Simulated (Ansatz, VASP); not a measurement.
B in VASP and in Ansatz

File INCAR:

```
SYSTEM = B
PREC = Accurate
ENCUT = 520
EDIFF = 1E-6
ISMEAR = 0
SIGMA = 0.1
LREAL = .False.
LASPH = .True.
NELM = 60
ALGO = Normal
ISIF = 2
LWAVE = .False.
LCHARG = .True.
GGA = PS
LELF = .True.
LVHAR = .True.
NBANDS = 22
```

File KPOINTS:

```
Automatic mesh
0
Gamma
  6 6 6
  0 0 0
```

Contents of POSCAR:

```
B
1.0
    2.3631988383      1.3643934854      2.6027301397
   -2.3631988383      1.3643934854      2.6027301397
    0.0000000000     -2.7287869709      2.6027301397
B
8
Direct
    0.2500000000      0.2500000000      0.2500000000
    0.2500000000      0.2500000000      0.7500000000
    0.2500000000      0.7500000000      0.2500000000
    0.2500000000      0.7500000000      0.7500000000
    0.7500000000      0.2500000000      0.2500000000
    0.7500000000      0.2500000000      0.7500000000
    0.7500000000      0.7500000000      0.2500000000
    0.7500000000      0.7500000000      0.7500000000
```

Input for Ansatz:

```yaml
crystal:
  lattice:
    - [2.3631988383, 1.3643934854, 2.6027301397]
    - [-2.3631988383, 1.3643934854, 2.6027301397]
    - [0.0, -2.7287869709, 2.6027301397]
  atoms:
    - { symbol: B, position: [0.25, 0.25, 0.25] }
    - { symbol: B, position: [0.25, 0.25, 0.75] }
    - { symbol: B, position: [0.25, 0.75, 0.25] }
    - { symbol: B, position: [0.25, 0.75, 0.75] }
    - { symbol: B, position: [0.75, 0.25, 0.25] }
    - { symbol: B, position: [0.75, 0.25, 0.75] }
    - { symbol: B, position: [0.75, 0.75, 0.25] }
    - { symbol: B, position: [0.75, 0.75, 0.75] }
basis:
  ecutwfc: 420
kpoints:
  mp_grid: { grid: [6, 6, 6] }
hamiltonian:
  xc: pbesol
scf:
  occupations: { method: gaussian, width: 0.1 }
output:
  forces: true
  stress: true
  eigenvalues: true
```

Alike in both runs: task single point; functional PBEsol; k mesh 6 × 6 × 6; occupations gaussian, width 0.1 eV; no spin polarisation.

|  | VASP | Ansatz |
| --- | --- | --- |
| version | VASP 6.6.1 | Ansatz 0.2.0 |
| potentials or method | VASP PAW PBE potentials, release 64 (B), cutoff 520 eV | scalar-relativistic, plane waves, PAW |
| valence electrons in the cell | 24 | 24 |

```tsv
	VASP	Ansatz	Ansatz less VASP
gap on the k mesh at the Fermi level (eV)	none	none	-
pressure (GPa)	0.2	-0.1	-0.26
traceless stress, the component that is largest in VASP (GPa)	-1.77	-1.95	-0.179
```

VASP's potentials were made for PBE, not for PBEsol. A gap of «none» marks a metal or a gap that the smearing closes.
